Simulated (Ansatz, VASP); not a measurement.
## Two plane-wave programs on Al3TeO4

INCAR

```
PREC = Accurate
ENCUT = 600
EDIFF = 1E-6
ISMEAR = 0
SIGMA = 0.1
LREAL = False
LASPH = True
NELM = 100
ALGO = Normal
ISIF = 3
LWAVE = False
LCHARG = False
GGA = PE
IBRION = 2
NSW = 90
EDIFFG = -0.04
```

KPOINTS

```
regular mesh
0
Gamma
  4 4 4
```

Contents of POSCAR:

```
Al3TeO4
1.0
    6.2845322500      0.0000000000      0.0000000000
    0.0000000000      6.2845322500      0.0000000000
    0.0000000000      0.0000000000      6.2845322500
Al Te O
3 1 4
Direct
    0.5000000000      0.0000000000      0.0000000000
    0.0000000000      0.5000000000      0.0000000000
    0.0000000000      0.0000000000      0.5000000000
    0.0000000000      0.0000000000      0.0000000000
    0.0000000000      0.5000000000      0.5000000000
    0.5000000000      0.0000000000      0.5000000000
    0.5000000000      0.5000000000      0.0000000000
    0.5000000000      0.5000000000      0.5000000000
```

Input for Ansatz:

```yaml
crystal:
  lattice:
    - [6.28453225, 0.0, 0.0]
    - [0.0, 6.28453225, 0.0]
    - [0.0, 0.0, 6.28453225]
  atoms:
    - { symbol: Al, position: [0.5, 0.0, 0.0] }
    - { symbol: Al, position: [0.0, 0.5, 0.0] }
    - { symbol: Al, position: [0.0, 0.0, 0.5] }
    - { symbol: Te, position: [0.0, 0.0, 0.0] }
    - { symbol: O, position: [0.0, 0.5, 0.5] }
    - { symbol: O, position: [0.5, 0.0, 0.5] }
    - { symbol: O, position: [0.5, 0.5, 0.0] }
    - { symbol: O, position: [0.5, 0.5, 0.5] }
basis:
  ecutwfc: 420
kpoints:
  mp_grid: { grid: [4, 4, 4] }
hamiltonian:
  xc: pbe
scf:
  occupations: { method: gaussian, width: 0.1 }
  lower_state_search: "off"
output:
  forces: true
  stress: true
  eigenvalues: true
relax:
  adjacent_minimum: "off"
  f_tol: 0.04
  max_steps: 70
  cell: { stress_tol: 0.4 }
```

Alike in both runs: task relaxation of cell and atoms; functional PBE; k mesh 4 × 4 × 4; occupations gaussian, width 0.1 eV; no spin polarisation.

|  | VASP | Ansatz |
| --- | --- | --- |
| version | VASP 6.6.1 | Ansatz 0.2.0 |
| potentials or method | VASP PAW PBE potentials, release 64 (Al, Te, O), cutoff 600 eV | scalar-relativistic, plane waves, PAW |
| valence electrons in the cell | 39 | 49 |

```csv
,VASP,Ansatz,Ansatz less VASP
"gap on the k mesh at the Fermi level, each at its own relaxed structure (eV)",none,none,-
relaxed volume (Å³/atom),14.46,14.51,+0.053
relaxed cell length with the largest relative difference (Å),4.872,4.878,+0.0059
```

A gap of «none» marks a metal or a gap that the smearing closes. VASP's potentials hold 39 valence electrons a cell and Ansatz's 49, so a difference there can come from the potentials and not from the codes.

Neither program's run includes spin-orbit coupling. Noted on VASP's run: the volume moved by over 15 % at a fixed basis, so the end points are rough.
